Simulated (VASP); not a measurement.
Write the native input for VASP 6.6.1 that does the following.

```yaml
Task: electric field gradients
Functional: LDA
Potentials_or_basis: VASP PAW LDA potentials, release 64 (Se)
Cutoff: 520 eV
k_mesh: 6 × 6 × 5
Occupations: fermi-dirac, width 0.03 eV
Spin: no spin polarisation
Dipole_correction: no
Further_INCAR_settings: ALGO = Normal; EDIFF = 1e-08; NBANDS = 16
```

The structure of Se lies in POSCAR:

```
Se
1.0
    4.3225379494      0.0000000000      0.0000000000
   -2.1612689748      3.7434276731      0.0000000000
    0.0000000000      0.0000000000      4.9536000000
Se
3
Direct
    0.2254000000      0.0000000000      0.3333333333
    0.0000000000      0.2254000000      0.6666666667
    0.7746000000      0.7746000000      0.0000000000
```

This cell differs from its parent crystal: equal xx and yy strain of -1 %.

The input as run:

INCAR

```
PREC = Accurate ; ENCUT = 520
EDIFF = 1E-8 ; ISMEAR = -1
SIGMA = 0.03 ; LREAL = False
LASPH = True ; NELM = 60
ALGO = Normal ; ISIF = 2
LWAVE = False ; LCHARG = False
GGA = CA ; LEFG = True
NBANDS = 16
```

KPOINTS

```
Automatic mesh
0
Gamma
  6 6 5
```

Potentials or basis: VASP PAW LDA potentials, release 64 (Se).

Command:

```console
$ cat potpaw_LDA.64/Se/POTCAR > POTCAR
$ mpirun -np 1 vasp_std > vasp.out
```

It gave:

```
Pressure                                : -0.1 GPa
Largest force                           : 0.458 eV/Å
Band gap on the k mesh                  : 1.19 eV (least direct gap 1.37 eV)
Largest electric field gradient by atom : Se -487.2 V/Å²
```

Caveat: the cell differs from its parent crystal (equal xx and yy strain of -1 %); without QUAD_EFG the Cq values of the log hold for a quadrupole moment of 1 mb, not for the nuclei; an odd mesh through Γ misses points on the zone boundary, where band edges can lie.

It took 41 s on 1 thread of Intel Xeon 8259CL, on a shared host, peak memory 0.17 GiB.
